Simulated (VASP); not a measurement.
# TePb (Fm-3m) in VASP: notebook, part 2 of 3

VASP 6.6.1. Earlier steps stand in the parts before.

**4. Elastic constants, PBE**

INCAR reads:

```
SYSTEM = TePb
ALGO = Normal
EDIFF = 1E-8
ENCUT = 600
GGA = PE
IBRION = 6
ISIF = 3
ISMEAR = 0
LASPH = .TRUE.
LCHARG = .TRUE.
LREAL = .FALSE.
LWAVE = .FALSE.
NELM = 100
NFREE = 2
NSW = 1
POTIM = 0.015
PREC = Accurate
SIGMA = 0.01
```

KPOINTS reads:

```
k-points
0
G
  6 6 6
  0 0 0
```

POSCAR reads:

```
TePb
1.0
    0.0000000000      3.2310000000      3.2310000000
    3.2310000000      0.0000000000      3.2310000000
    3.2310000000      3.2310000000      0.0000000000
Pb Te
1 1
Direct
    0.0000000000      0.0000000000      0.0000000000
    0.5000000000      0.5000000000      0.5000000000
```

Potentials or basis: VASP PAW PBE potentials, release 64 (Pb_d, Te).

Run with:

```bash
cat potpaw_PBE.64/Pb_d/POTCAR potpaw_PBE.64/Te/POTCAR > POTCAR
mpirun -np 1 vasp_std > vasp.out
```

OUTCAR:

```text
SYSTEM = TePb
   EDIFF = 1E-8
   ENCUT = 600
   GGA = PE
   IBRION = 6
   ISIF = 3
   ISMEAR = 0
   LASPH = .TRUE.
   LREAL = .FALSE.
   NELM = 100
   NFREE = 2
   NSW = 1
   POTIM = 0.015
   PREC = Accurate

 ion  position               nearest neighbor table
   1  0.000  0.000  0.000-   2 3.23   2 3.23   2 3.23   2 3.23   2 3.23   2 3.23
   2  0.500  0.500  0.500-   1 3.23   1 3.23   1 3.23   1 3.23   1 3.23   1 3.23

  LATTYP: Found a face centered cubic cell.
 ALAT       =     6.4620000000

  Lattice vectors:

 A1 = (   0.0000000000,   3.2310000000,   3.2310000000)
 A2 = (   3.2310000000,   0.0000000000,   3.2310000000)
 A3 = (   3.2310000000,   3.2310000000,   0.0000000000)

Analysis of symmetry for initial positions (statically):
=====================================================================
 Subroutine PRICEL returns:
 Original cell was already a primitive cell.

 Routine SETGRP: Setting up the symmetry group for a
 face centered cubic supercell.

 Subroutine GETGRP returns: Found 48 space group operations
[... 9 lines left out ...]

 Routine SETGRP: Setting up the symmetry group for a
 face centered cubic supercell.

 Subroutine GETGRP returns: Found 48 space group operations
[... 11 lines left out ...]
                                     Primitive cell

  volume of cell :      67.4592

  direct lattice vectors                    reciprocal lattice vectors
     0.000000000  3.231000000  3.231000000    -0.154750851  0.154750851  0.154750851
     3.231000000  0.000000000  3.231000000     0.154750851 -0.154750851  0.154750851
     3.231000000  3.231000000  0.000000000     0.154750851  0.154750851 -0.154750851

  length of vectors
     4.569324020  4.569324020  4.569324020     0.268036337  0.268036337  0.268036337

  position of ions in fractional coordinates (direct lattice)
     0.000000000  0.000000000  0.000000000
     0.500000000  0.500000000  0.500000000

  ion indices of the primitive-cell ions
   primitive index   ion index
                 1           1
                 2           2

----------------------------------------------------------------------------------------

 KPOINTS: k-points

Automatic generation of k-mesh.
 Grid dimensions read from file:
 generate k-points for:    6    6    6

 Generating k-lattice:

  Cartesian coordinates                     Fractional coordinates (reciprocal lattice)
    -0.025791809  0.025791809  0.025791809     0.166666667  0.000000000  0.000000000
     0.025791809 -0.025791809  0.025791809     0.000000000  0.166666667  0.000000000
     0.025791809  0.025791809 -0.025791809     0.000000000  0.000000000  0.166666667

  Length of vectors
     0.044672723  0.044672723  0.044672723

  Shift w.r.t. Gamma in fractional coordinates (k-lattice)
     0.000000000  0.000000000  0.000000000
[... 273 lines left out ...]

 number of electron      19.9999998 magnetization

 Free energy of the ion-electron system (eV)
  ---------------------------------------------------
  ext. energy  EPLUGINS =         0.00000000
  ---------------------------------------------------
  free energy    TOTEN  =        -7.50207531 eV

  energy without entropy =       -7.50207531  energy(sigma->0) =       -7.50207531

 E-fermi :   5.6967     XC(G=0):  -9.3006

 val. band max:        5.6250300373   @ k =   0.5000   0.0000   0.0000
 cond. band min:       6.3611735243   @ k =   0.5000   0.0000   0.0000
 fundamental gap:      0.7361434870
 Fermi energy:         5.6967228890

 k-point     1 :       0.0000    0.0000    0.0000
  band No.  band energies     occupation
      1     -11.0986      2.00000
      2     -11.0985      2.00000
      3     -11.0893      2.00000
      4     -11.0893      2.00000
      5     -11.0893      2.00000
      6      -6.3942      2.00000
      7       0.0296      2.00000
      8       4.2776      2.00000
      9       4.2782      2.00000
     10       4.2782      2.00000
     11       9.7010      0.00000
     12       9.7010      0.00000
     13       9.7027      0.00000
     14      11.4215      0.00000
[... 377 lines left out ...]
      1     -11.1354      2.00000
      2     -11.1024      2.00000
      3     -11.0848      2.00000
      4     -11.0747      2.00000
      5     -11.0695      2.00000
      6      -4.6638      2.00000
      7      -2.5378      2.00000
      8       1.7917      2.00000
      9       3.6914      2.00000
     10       3.9862      2.00000
     11       8.5594      0.00000
     12       8.6294      0.00000
     13      11.1216      0.00000
     14      11.7093      0.00000

 [... further k-points ...]

------------------------ aborting loop because EDIFF is reached ----------------------------------------

  FORCE on cell =-STRESS in cart. coord.  units (eV):
  Direction    XX          YY          ZZ          XY          YZ          ZX
  --------------------------------------------------------------------------------------
  -------------------------------------------------------------------------------------
  Total        0.8990099      0.8952450      0.8952450      0.0000000      0.0000000      0.0000000
  in kB       21.3517844     21.2623674     21.2623674      0.0000000      0.0000000      0.0000000
  external PRESSURE =      21.2921731 kB  Pullay stress =       0.0000000 kB
[... 17 lines left out ...]
  FREE ENERGIE OF THE ION-ELECTRON SYSTEM (eV)
  ---------------------------------------------------
  free  energy   TOTEN  =        -7.5020753106 eV

  energy  without entropy=       -7.5020753106  energy(sigma->0) =       -7.50207531

 INTERNAL STRAIN TENSORS FROM STRAINED CELLS
 ============================================

 INTERNAL STRAIN TENSOR FOR ION    1 for displacements in x,y,z  (eV/Angst):
          X           Y           Z          XY          YZ          ZX
  --------------------------------------------------------------------------------
  x     0.00000    -0.00000    -0.00000    -0.00000     0.00000     0.00000
  y     0.00000    -0.00000     0.00000    -0.00000    -0.00000    -0.00000
  z     0.00000     0.00000     0.00000     0.00000    -0.00000    -0.00000

 INTERNAL STRAIN TENSORS FROM DISPLACED ATOMS
 ============================================

 INTERNAL STRAIN TENSOR FOR ION    1 for displacements in x,y,z  (eV/Angst):
          X           Y           Z          XY          YZ          ZX
  --------------------------------------------------------------------------------
  x     0.00000     0.00000     0.00000     0.00000     0.00000     0.00000
  y     0.00000     0.00000     0.00000     0.00000     0.00000     0.00000
  z     0.00000     0.00000     0.00000     0.00000     0.00000     0.00000

 INTERNAL STRAIN TENSOR FOR ION    2 for displacements in x,y,z  (eV/Angst):
          X           Y           Z          XY          YZ          ZX
  --------------------------------------------------------------------------------
  x     0.00000     0.00000     0.00000     0.00000     0.00000     0.00000
  y     0.00000     0.00000     0.00000     0.00000     0.00000     0.00000
  z     0.00000     0.00000     0.00000     0.00000     0.00000     0.00000

 Eigenvectors and eigenvalues of the dynamical matrix
 ----------------------------------------------------

   1 f  =    1.208904 THz     7.595770 2PiTHz   40.324707 cm-1     4.999624 meV
             X         Y         Z           dx          dy          dz
      0.000000  0.000000  0.000000     0.000000    0.000000   -0.616383
      3.231000  3.231000  3.231000     0.000000    0.000000    0.787447
[... 21 lines left out ...]
   6 f/i=    0.001488 THz     0.009350 2PiTHz    0.049637 cm-1     0.006154 meV
             X         Y         Z           dx          dy          dz
      0.000000  0.000000  0.000000     0.000000   -0.390843   -0.683604
      3.231000  3.231000  3.231000     0.000000   -0.305937   -0.535099

--------------------------------------------------------------------------------------------------------

 ELASTIC MODULI CONTR FROM IONIC RELAXATION (kBar)
 Direction    XX          YY          ZZ          XY          YZ          ZX
 --------------------------------------------------------------------------------
 XX           0.0000      0.0000      0.0000      0.0000      0.0000      0.0000
 YY           0.0000      0.0000      0.0000      0.0000      0.0000      0.0000
 ZZ           0.0000      0.0000      0.0000      0.0000      0.0000      0.0000
 XY           0.0000      0.0000      0.0000      0.0000      0.0000      0.0000
 YZ           0.0000      0.0000      0.0000      0.0000      0.0000      0.0000
 ZX           0.0000      0.0000      0.0000      0.0000      0.0000      0.0000
 --------------------------------------------------------------------------------

 TOTAL ELASTIC MODULI (kBar)
 Direction    XX          YY          ZZ          XY          YZ          ZX
 --------------------------------------------------------------------------------
 XX        1285.3434     52.4021     52.4021     -0.0000     -0.0000     -0.0000
 YY          52.4021   1285.3434     52.4021     -0.0000     -0.0000     -0.0000
 ZZ          52.4021     52.4021   1285.3434     -0.0000      0.0000      0.0000
 XY          -0.0000     -0.0000     -0.0000    141.0799      0.0000     -0.0000
 YZ          -0.0000     -0.0000      0.0000      0.0000    141.0799      0.0000
 ZX          -0.0000     -0.0000      0.0000     -0.0000      0.0000    141.0799
 --------------------------------------------------------------------------------
```

OSZICAR:

```text
N       E                     dE             d eps       ncg     rms          rms(c)
DAV:   1     0.158645008723E+03    0.15865E+03   -0.10115E+04   448   0.155E+03
[... 209 lines left out ...]
DAV:   2    -0.750208518857E+01   -0.97568E-03   -0.10028E-02   984   0.612E-01    0.369E-02
DAV:   3    -0.750207371145E+01    0.11477E-04   -0.18053E-04  1018   0.978E-02    0.237E-02
DAV:   4    -0.750207462678E+01   -0.91534E-06   -0.39875E-05   950   0.401E-02    0.682E-03
DAV:   5    -0.750207525621E+01   -0.62943E-06   -0.61945E-06   882   0.131E-02    0.129E-02
DAV:   6    -0.750207531650E+01   -0.60289E-07   -0.42612E-07  1076   0.467E-03    0.944E-03
DAV:   7    -0.750207530880E+01    0.77068E-08   -0.15567E-07   920   0.222E-03    0.484E-03
DAV:   8    -0.750207531060E+01   -0.18067E-08   -0.22794E-08   884   0.957E-04
  17 F= -.75020753E+01 E0= -.75020753E+01  d E =-.497601E-26
```

stdout:

```text
POSCAR found type information on POSCAR PbTe
 POSCAR found :  2 types and       2 ions
 scaLAPACK will be used
 LDA part: xc-table for (Slater+PW92), standard interpolation
 POSCAR, INCAR and KPOINTS ok, starting setup
 FFT: planning ... GRIDC
 FFT: planning ... GRID_SOFT
 FFT: planning ... GRID
 WAVECAR not read
 entering main loop
 Found     2 degrees of freedom:
 Adding 6 more for cell shape distortion
 Finite differences POTIM= 0.01500 DOF=   8
 bond charge predicted
 Finite differences progress:
 bond charge predicted
 Finite differences progress:
 bond charge predicted
 Finite differences progress:
 bond charge predicted
 Finite differences progress:
 bond charge predicted
 Finite differences progress:
 bond charge predicted
 Finite differences progress:
 bond charge predicted
 Finite differences progress:
 bond charge predicted
 Finite differences progress:
 bond charge predicted
 Finite differences progress:
 bond charge predicted
 Finite differences progress:
 bond charge predicted
 Finite differences progress:
 bond charge predicted
 Finite differences progress:
 bond charge predicted
 Finite differences progress:
 bond charge predicted
 Finite differences progress:
 bond charge predicted
 Finite differences progress:
 bond charge predicted
 Finite differences progress:
```

It took 7.3 min on 1 thread of AMD EPYC 9R45 (Zen 5), shared host; peak memory 0.3 GiB.

What came out:

| Item | Value |
| --- | --- |
| Elastic constants C11, C12, C44 | 129, 5, 14 GPa |
| Voigt bulk modulus | 46 GPa |
| Highest phonon frequency at Γ, LO-TO splitting left out | 40 cm⁻¹ |

Phonon frequencies in cm⁻¹ (negative: imaginary):
```tsv
q point	frequencies
(0.000, 0.000, 0.000)	0 0 0 40 40 40
```

Elastic tensor in Voigt notation (GPa, in the Cartesian axes of the cell as first typed):
```
129   5   5   0   0   0
  5 129   5   0   0   0
  5   5 129   0   0   0
  0   0   0  14   0   0
  0   0   0   0  14   0
  0   0   0   0   0  14
```

Clamped-ion elastic tensor (GPa):
```
129   5   5   0   0   0
  5 129   5   0   0   0
  5   5 129   0   0   0
  0   0   0  14   0   0
  0   0   0   0  14   0
  0   0   0   0   0  14
```

Caveat: the cell is under stress, which shifts elastic constants; spin-orbit coupling is left out, which moves the levels of the heavy elements.

(Part 2 of 3 ends here.)
